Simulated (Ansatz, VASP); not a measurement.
## BP: VASP beside Ansatz

```
B P
1.0
     0.00000    2.35976    2.45052
     2.35976    0.00000    2.45052
     2.35976    2.35976    0.00000
B P
1 1
Direct
  0.00000 0.00000 0.00000
  0.75000 0.75000 0.75000
```

Change from the starting cell: strain +0.040 along x and y, +0.080 along z, atoms carried along.

Alike in both runs: task single point; functional PBE; k mesh 10 × 10 × 10; occupations gaussian, width 0.05 eV; no spin polarisation.

|  | VASP | Ansatz |
| --- | --- | --- |
| version | VASP 6.6.1 | Ansatz 0.2.0 |
| potentials or method | VASP PAW PBE potentials, release 64 (B, P), cutoff 520 eV | scalar-relativistic, plane waves, PAW |
| valence electrons in the cell | 8 | 8 |

```tsv
	VASP	Ansatz	Ansatz less VASP
gap on the k mesh at the Fermi level (eV)	1.17	1.18	+0.003
least direct gap on the mesh (eV)	3.03	3.03	+0.002
pressure (GPa)	-18.2	-18.0	+0.14
traceless stress, the component that is largest in VASP (GPa)	-6.08	-6.07	+0.005
```
